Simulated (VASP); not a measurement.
A run of VASP 6.6.1 is set up as follows.

The input INCAR:

```
SYSTEM = CaMgPdC6N6
  PREC = Accurate
  ENCUT = 520
  EDIFF = 1E-6
  ISMEAR = 0
  SIGMA = 0.01
  LREAL = Auto
  LASPH = .TRUE.
  NELM = 60
  ALGO = Normal
  ISIF = 2
  LWAVE = .FALSE.
  LCHARG = .TRUE.
  GGA = PE
  LELF = .TRUE.
  LVHAR = .TRUE.
  NBANDS = 51
```

KPOINTS

```
regular mesh
0
G
  6 6 6
  0 0 0
```

File POSCAR:

```
CaMgPdC6N6
1.0
    0.0000000000      5.6521931158      5.6521931158
    5.6521931158      0.0000000000      5.6521931158
    5.6521931158      5.6521931158      0.0000000000
Ca Mg Pd C N
1 1 1 6 6
Direct
    0.5000000000      0.5000000000      0.5000000000
    0.2500000000      0.2500000000      0.2500000000
    0.0000000000      0.0000000000      0.0000000000
    0.8218130538      0.1781869462      0.1781869462
    0.8218130538      0.1781869462      0.8218130538
    0.8218130538      0.8218130538      0.1781869462
    0.1781869462      0.8218130538      0.8218130538
    0.1781869462      0.8218130538      0.1781869462
    0.1781869462      0.1781869462      0.8218130538
    0.7190424446      0.2809575554      0.2809575554
    0.7190424446      0.2809575554      0.7190424446
    0.7190424446      0.7190424446      0.2809575554
    0.2809575554      0.7190424446      0.7190424446
    0.2809575554      0.7190424446      0.2809575554
    0.2809575554      0.2809575554      0.7190424446
```

Potentials or basis: VASP PAW PBE potentials, release 64 (Ca_sv, Mg, Pd, C, N).

Launch:

```sh
$ cat potpaw_PBE.64/Ca_sv/POTCAR potpaw_PBE.64/Mg/POTCAR potpaw_PBE.64/Pd/POTCAR potpaw_PBE.64/C/POTCAR potpaw_PBE.64/N/POTCAR > POTCAR
$ mpirun -np 1 vasp_std > vasp.out
```

Question: Estimate the band gap on the k mesh.

Answer: 0.03 eV.

Question: Predict the pressure.

Answer: 0.3 GPa.

Question: What does it give for the largest force?

Answer: 0.469 eV/Å.

Forces on the atoms (eV/Å):
```
Ca   0.000  0.000  0.000
Mg   0.000  0.000  0.000
Pd   0.000  0.000  0.000
C   -0.469  0.000  0.000
C    0.000  0.469  0.000
C    0.000  0.000  0.469
C    0.469  0.000  0.000
C    0.000 -0.469  0.000
C    0.000  0.000 -0.469
N    0.421  0.000  0.000
N    0.000 -0.421  0.000
N    0.000  0.000 -0.421
N   -0.421  0.000  0.000
N    0.000  0.421  0.000
N    0.000  0.000  0.421
```

A k mesh can miss the band edges.
